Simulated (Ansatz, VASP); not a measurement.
Two plane-wave programs on RbBr

POSCAR

```
RbBr
1.0
    4.0961415907      0.0000000000      0.0000000000
    0.0000000000      4.0961415907      0.0000000000
    0.0000000000      0.0000000000      4.1403347242
Rb Br
1 1
Direct
    0.0000000000      0.0000000000      0.0000000000
    0.5000000000      0.5000000000      0.5000000000
```

The input INCAR.step1:

```
PREC = Accurate
ENCUT = 520
EDIFF = 1E-5
ISMEAR = 0
SIGMA = 0.01
LREAL = F
LASPH = T
NELM = 100
ALGO = Normal
ISIF = 2
LWAVE = T
LCHARG = F
NBANDS = 15
GGA = PE
```

INCAR.step2

```
PREC = Accurate
ENCUT = 520
EDIFF = 1E-6
ISMEAR = 0
SIGMA = 0.01
LREAL = F
LASPH = T
NELM = 100
ALGO = Normal
ISIF = 2
LWAVE = F
LCHARG = F
GGA = PE
LHFCALC = T
HFSCREEN = 0.2079
PRECFOCK = Normal
NBANDS = 15
ISTART = 1
```

KPOINTS

```
Automatic mesh
0
Gamma
  4 4 4
```

Input for Ansatz:

```yaml
crystal:
  lattice:
    - [4.0961415907, 0.0, 0.0]
    - [0.0, 4.0961415907, 0.0]
    - [0.0, 0.0, 4.1403347242]
  atoms:
    - { symbol: Rb, position: [0.0, 0.0, 0.0] }
    - { symbol: Br, position: [0.5, 0.5, 0.5] }
kpoints:
  mp_grid: { grid: [4, 4, 4] }
  band_path:
    path: [[0.0, 0.0, 0.0], [0.0, 0.5, 0.0], [0.5, 0.5, 0.0], [0.5, 0.5, 0.5]]
    npoints: 1
hamiltonian:
  xc: hse06
scf:
  occupations: { method: fixed }
  n_extra_bands: 4
output:
  forces: true
  stress: true
  eigenvalues: true
```

Change from the starting cell: epitaxial_xy strain -0.8%.

Alike in both runs: task single point; functional HSE06; k mesh 4 × 4 × 4; no spin polarisation.

|  | VASP | Ansatz |
| --- | --- | --- |
| version | VASP 6.6.1 | Ansatz 0.2.0 |
| potentials or method | VASP PAW PBE potentials, release 64 (Rb_sv, Br) | plane waves, PAW |
| plane-wave cutoff (eV) | 520 | 420 |
| occupations | gaussian, width 0.01 eV | fixed |
| valence electrons in the cell | 16 | 16 |

|  | VASP | Ansatz | Ansatz less VASP |
| --- | --- | --- | --- |
| gap on the k mesh at the Fermi level (eV) | 5.29 | 5.29 | -0.001 |
| pressure (GPa) | 0.7 | 0.7 | 0.00 |
| traceless stress, the component that is largest in VASP (GPa) | -0.22 | -0.22 | +0.001 |

Ansatz's warnings: stress exchange threshold loose, stress scf threshold loose.
